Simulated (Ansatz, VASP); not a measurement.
# Two plane-wave programs on TiO2

```
Ti O
1.0
     2.67121   -2.67128   -0.01998
     2.67121    2.67128   -0.01998
    -2.63529    0.00000    4.81193
Ti O
2 4
Direct
  0.12501 0.87499 0.25000
  0.87499 0.12501 0.75000
  0.33225 0.08226 0.66451
  0.66775 0.91774 0.33549
  0.91774 0.66775 0.83549
  0.08226 0.33225 0.16451
```

Alike in both runs: task single point; functional PBEsol; k mesh 6 × 6 × 6; occupations methfessel-paxton of order 1, width 0.2 eV; no spin polarisation.

|  | VASP | Ansatz |
| --- | --- | --- |
| version | VASP 6.6.1 | Ansatz 0.2.0 |
| potentials or method | VASP PAW PBE potentials, release 64 (Ti_sv, O) | plane waves |
| plane-wave cutoff (eV) | 520 | 420 |
| valence electrons in the cell | 48 | 48 |

```tsv
	VASP	Ansatz	Ansatz less VASP
gap on the k mesh at the Fermi level (eV)	2.13	2.15	+0.023
pressure (GPa)	-0.9	-1.5	-0.67
traceless stress, the component that is largest in VASP (GPa)	0.09	0.06	-0.036
rms of the force components (eV/Å)	0.001	0.009	+0.0078
```

VASP's potentials were made for PBE, not for PBEsol. Atom by atom the forces differ by 0.011 eV/Å (rms over components). With one functional, cell and mesh, what is left measures potentials, basis and numerics. Ansatz's warnings: near symmetry operations not taken.
